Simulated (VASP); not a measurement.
# C (Fmmm) in VASP: notebook, part 3 of 3

VASP 6.6.1. Earlier steps stand in the parts before.

## (6) Single point, PBEsol+D3(BJ) (atoms shifted along a free coordinate)

The input, INCAR:

```
PREC     = Accurate       # precision mode
ENCUT    = 520            # plane-wave cutoff, eV
EDIFF    = 1E-6           # SCF threshold, eV
ISMEAR   = 0              # smearing method
SIGMA    = 0.03           # smearing width, eV
LREAL    = F              # projectors in reciprocal space
LASPH    = T              # aspherical terms in the spheres
NELM     = 60             # most SCF steps
ALGO     = Normal         # electronic algorithm
ISIF     = 2              # what is computed and relaxed
LWAVE    = F              # write WAVECAR
LCHARG   = F              # write CHGCAR
GGA      = PS             # functional
IVDW     = 12             # dispersion correction
NBANDS   = 11             # bands
```

The input, KPOINTS:

```
regular mesh
0
Gamma
  16 16 16
```

The input, POSCAR:

```
C
1.0
    0.0000000000      2.1279941339      3.3243844763
    1.2294111613      0.0000000000      3.3243844763
    1.2294111613      2.1279941339      0.0000000000
C
2
Direct
    0.1902029221      0.8097970779      0.1902029221
    0.8097970779      0.1902029221      0.8097970779
```

Potentials or basis: VASP PAW PBE potentials, release 64 (C).

Launch:

```sh
cat potpaw_PBE.64/C/POTCAR > POTCAR
mpirun -np 1 vasp_std > vasp.out
```

OUTCAR:

```text
PREC = Accurate
   ENCUT = 520
   EDIFF = 1E-6
   ISMEAR = 0
   LREAL = F
   LASPH = T
   NELM = 60
   ISIF = 2
   GGA = PS
   IVDW = 12
 IVDW          = 12

 ion  position               nearest neighbor table
   1  0.190  0.810  0.190-   2 1.33   2 1.33   2 1.62
   2  0.810  0.190  0.810-   1 1.33   1 1.33   1 1.62

  LATTYP: Found a face centered orthorhombic cell.
 ALAT       =     2.4588223226
 B/A-ratio  =     1.7309051690
 C/A-ratio  =     2.7040461165

  Lattice vectors:

 A1 = (   0.0000000000,   2.1279941339,   3.3243844763)
 A2 = (   1.2294111613,   0.0000000000,   3.3243844763)
 A3 = (   1.2294111613,   2.1279941339,   0.0000000000)

Analysis of symmetry for initial positions (statically):
=====================================================================
 Subroutine PRICEL returns:
 Original cell was already a primitive cell.

 Routine SETGRP: Setting up the symmetry group for a
 face centered orthorhombic supercell.

 Subroutine GETGRP returns: Found  8 space group operations
 (whereof  8 operations were pure point group operations)
 out of a pool of  8 trial point group operations.

The static configuration has the point symmetry D_2h.

Analysis of symmetry for dynamics (positions and initial velocities):
=====================================================================
 Subroutine PRICEL returns:
 Original cell was already a primitive cell.

 Routine SETGRP: Setting up the symmetry group for a
 face centered orthorhombic supercell.

 Subroutine GETGRP returns: Found  8 space group operations
 (whereof  8 operations were pure point group operations)
 out of a pool of  8 trial point group operations.

The dynamic configuration has the point symmetry D_2h.

 Subroutine INISYM returns: Found  8 space group operations
 (whereof  8 operations are pure point group operations),
 and found     1 'primitive' translations

----------------------------------------------------------------------------------------

                                     Primitive cell

  volume of cell :      17.3944

  direct lattice vectors                    reciprocal lattice vectors
     0.000000000  2.127994134  3.324384476    -0.406698764  0.234963054  0.150403783
     1.229411161  0.000000000  3.324384476     0.406698764 -0.234963054  0.150403783
     1.229411161  2.127994134  0.000000000     0.406698764  0.234963054 -0.150403783

  length of vectors
     3.947137087  3.544429989  2.457602661     0.493186394  0.493186394  0.493186394

  position of ions in fractional coordinates (direct lattice)
     0.190202922  0.809797078  0.190202922
     0.809797078  0.190202922  0.809797078

  ion indices of the primitive-cell ions
   primitive index   ion index
                 1           1
                 2           2

----------------------------------------------------------------------------------------

 KPOINTS: regular mesh

Automatic generation of k-mesh.
 Grid dimensions read from file:
 generate k-points for:   16   16   16

 Generating k-lattice:

  Cartesian coordinates                     Fractional coordinates (reciprocal lattice)
    -0.025418673  0.014685191  0.009400236     0.062500000  0.000000000  0.000000000
[... 39 lines left out ...]
 -0.062500  0.062500  0.000000      4.000000
 [... further k-points ...]
   k-points           NKPTS =    621   k-points in BZ     NKDIM =    621   number of bands    NBANDS=     11
   number of dos      NEDOS =    301   number of ions     NIONS =      2
   total plane-waves  NPLWV =  15120
   dimension x,y,z NGX =    30 NGY =   28 NGZ =   18
   dimension x,y,z NGXF=    60 NGYF=   56 NGZF=   36
   ions per type =               2
   NGX,Y,Z   is equivalent  to a cutoff of  12.64, 13.13, 12.18 a.u.
   NGXF,Y,Z  is equivalent  to a cutoff of  25.27, 26.27, 24.35 a.u.
 SYSTEM =  unknown system
   PREC   = accura    normal or accurate (medium, high low for compatibility)
   ISTART =      0    job   : 0-new  1-cont  2-samecut
   ICHARG =      2    charge: 1-file 2-atom 10-const
   ISPIN  =      1    spin polarized calculation?
   LNONCOLLINEAR =      F non collinear calculations
   LSORBIT =      F    spin-orbit coupling
   LASPH  =      T    aspherical Exc in radial PAW
   ENCUT  =  520.0 eV  38.22 Ry    6.18 a.u.   7.34  6.59  4.57*2*pi/ulx,y,z
   NELM   =     60;   NELMIN=  2; NELMDL= -5     # of ELM steps
   EDIFF  = 0.1E-05   stopping-criterion for ELM
   LREAL  =      F    real-space projection
   EDIFFG = 0.1E-04   stopping-criterion for IOM
   NSW    =      0    number of steps for IOM
   IBRION =     -1    ionic relax: 0-MD 1-quasi-New 2-CG
   NFREE  =      0    steps in history (QN), initial steepest desc. (CG)
   ISIF   =      2    stress and relaxation
   ISYM   =      2    0-nonsym 1-usesym 2-fastsym
   POTIM  = 0.5000    time-step for ionic-motion
   TEBEG  =    0.0;   TEEND  =   0.0 temperature during run
   PSTRESS=    0.0 pullay stress
   NELECT =       8.0000    total number of electrons
   NUPDOWN=      -1.0000    fix difference up-down
   EMIN   =  10.00;   EMAX   =-10.00  energy-range for DOS
   EFERMI =   0.00;   METHOD = LEGACY
   ISMEAR =     0;   SIGMA  =   0.03  broadening in eV -4-tet -1-fermi 0-gaus
   EFERMI_NEDOS =   21; number of points for ismear=-14 and -15
   IALGO  =     38    algorithm
   IMIX   =      4    mixing-type and parameters
     AMIX     =   0.40;   BMIX     =  1.00
     AMIX_MAG =   1.60;   BMIX_MAG =  1.00
  volume/ion in A,a.u.               =       8.70        58.69
  Fermi-wavevector in a.u.,A,eV,Ry     =   1.263674  2.387999 21.726779  1.596873
  Thomas-Fermi vector in A             =   2.397019
   LORBIT       =      0    0 simple, 1 ext, 2 COOP (PROOUT), +10 PAW based schemes
   GGA     = PS    functional components
   LHFCALC =     F    Hartree Fock is set to
   AEXX    =    0.0000 exact exchange contribution
   IVDW    =    12    specifies the selected vdW correction
   LEPSILON=     F    determine dielectric tensor
   LRPA    =     F    only Hartree local field effects (RPA)
 non-spin polarized calculation
 Gauss-broadening in eV      SIGMA  =   0.03
  energy-cutoff  :      520.00
  volume of cell :       17.39
 maximum number of plane-waves:       483
 NGX is ok and might be reduce to    30
   NGX = 15   NGY = 13   NGZ =  9

 number of electron       8.0000000 magnetization

 Free energy of the ion-electron system (eV)
  ---------------------------------------------------
  ext. energy  EPLUGINS =         0.00000000
  ---------------------------------------------------
  free energy    TOTEN  =       -18.36507755 eV

  energy without entropy =      -18.36502249  energy(sigma->0) =      -18.36505002

 E-fermi :   4.8451     XC(G=0): -10.6064

 val. band max:        4.8104366827   @ k =   0.4375  -0.2500   0.3125
 cond. band min:       4.8509529617   @ k =  -0.0625   0.2500   0.2500
 fundamental gap:      0.0405162790
 Fermi energy:         4.8451307229

 k-point     1 :       0.0000    0.0000    0.0000
  band No.  band energies     occupation
      1     -15.0283      2.00000
      2      -1.9694      2.00000
      3      -1.0939      2.00000
      4       5.0646      0.00000
      5       8.8643      0.00000
      6       9.2995      0.00000
      7      16.4137      0.00000
      8      17.1843      0.00000
      9      17.8150      0.00000
     10      26.5858      0.00000
     11      30.2863      0.00000
[... 309 lines left out ...]
 k-point    24 :      -0.0625    0.0625    0.0000
  band No.  band energies     occupation
      1     -14.6648      2.00000
      2      -1.9258      2.00000
      3      -1.5300      2.00000
      4       3.6538      2.00000
      5       9.2443      0.00000
      6      10.3181      0.00000
      7      14.8542      0.00000
      8      17.6564      0.00000
      9      18.7035      0.00000
     10      27.8621      0.00000
     11      27.9659      0.00000

 [... further k-points ...]

------------------------ aborting loop because EDIFF is reached ----------------------------------------

 Edisp (eV)   -0.22381

 E8    (eV) :    -0.1088

  FORCE on cell =-STRESS in cart. coord.  units (eV):
  Direction    XX          YY          ZZ          XY          YZ          ZX
  --------------------------------------------------------------------------------------
  -------------------------------------------------------------------------------------
  Total       4.77118     0.13599    -0.02014     0.00000     0.00000     0.00000
  in kB     439.46800    12.52585    -1.85465     0.00000     0.00000     0.00000
  external pressure =      150.05 kB  Pullay stress =        0.00 kB

 VOLUME and BASIS-vectors are now :
 -----------------------------------------------------------------------------
  energy-cutoff  :      520.00
  volume of cell :       17.39
      direct lattice vectors                 reciprocal lattice vectors
     0.000000000  2.127994134  3.324384476    -0.406698764  0.234963054  0.150403783
     1.229411161  0.000000000  3.324384476     0.406698764 -0.234963054  0.150403783
     1.229411161  2.127994134  0.000000000     0.406698764  0.234963054 -0.150403783

 POSITION                                       TOTAL-FORCE (eV/Angst)
 -----------------------------------------------------------------------------------
      1.22941      0.80950      3.32438         0.000000     -7.969475      0.000000
      1.22941      3.44649      3.32438         0.000000      7.969475      0.000000
 -----------------------------------------------------------------------------------
    total drift:                                0.000000      0.000000      0.000000

  FREE ENERGIE OF THE ION-ELECTRON SYSTEM (eV)
  ---------------------------------------------------
  free  energy   TOTEN  =       -18.5888828291 eV

  energy  without entropy=      -18.5888277726  energy(sigma->0) =      -18.58885530
```

It took 73 s on 1 thread of AMD EPYC 9R45 (Zen 5), shared host; peak memory 0.19 GiB.

Results:

| Quantity | Value |
| --- | --- |
| Free energy | -18.5889 eV |
| Pressure | 15.0 GPa |
| Largest force | 7.969 eV/Å |
| Band gap on the k mesh | zero (bands 4 and 5 overlap by 0.46 eV) |
| Dispersion energy per atom | -0.112 eV |

Forces in eV/Å, atoms in the order of the input:
```
C    0.000 -7.969  0.000
C    0.000  7.969  0.000
```

Caveat: the cell differs from its parent crystal (atoms shifted along a free coordinate); the cell stands under pressure; the PAW data sets were made with another functional, which shifts forces and pressure a little.

## (7) Overview

| cell | gap on the mesh (eV) | pressure (GPa) | largest force (eV/Å) |
| --- | --- | --- | --- |
| a = 4.050, b = 3.637, c = 2.521 Å, angles 80.0, 62.2, 37.8°, 2 atoms, atomic positions A | none | -7.0 | 6.79 |
| a = 3.947, b = 3.544, c = 2.458 Å, angles 80.0, 62.2, 37.8°, 2 atoms, atomic positions B | - | 4.8 | 4.83 |
| a = 3.947, b = 3.544, c = 2.458 Å, angles 80.0, 62.2, 37.8°, 2 atoms, atomic positions C | none | 27.2 | 8.26 |
| a = 3.947, b = 3.544, c = 2.458 Å, angles 80.0, 62.2, 37.8°, 2 atoms, atomic positions D | none | 23.6 | 13.91 |
| a = 3.947, b = 3.544, c = 2.458 Å, angles 80.0, 62.2, 37.8°, 2 atoms, atomic positions A | none | 15.0 | 7.97 |

Alike in all rows: task single point; level PBEsol+D3(BJ); potentials or basis VASP PAW PBE potentials, release 64 (C); no spin polarisation; k mesh 16 × 16 × 16; cutoff (eV) 520; smearing gaussian 0.03 eV.

Caveats: the PAW data sets were made with another functional, which shifts forces and pressure a little; the cell stands under pressure (at least some runs); the cell stands under tension (at least some runs).

Total energies depend on the potentials used, so only differences within one code and one set of settings carry meaning.
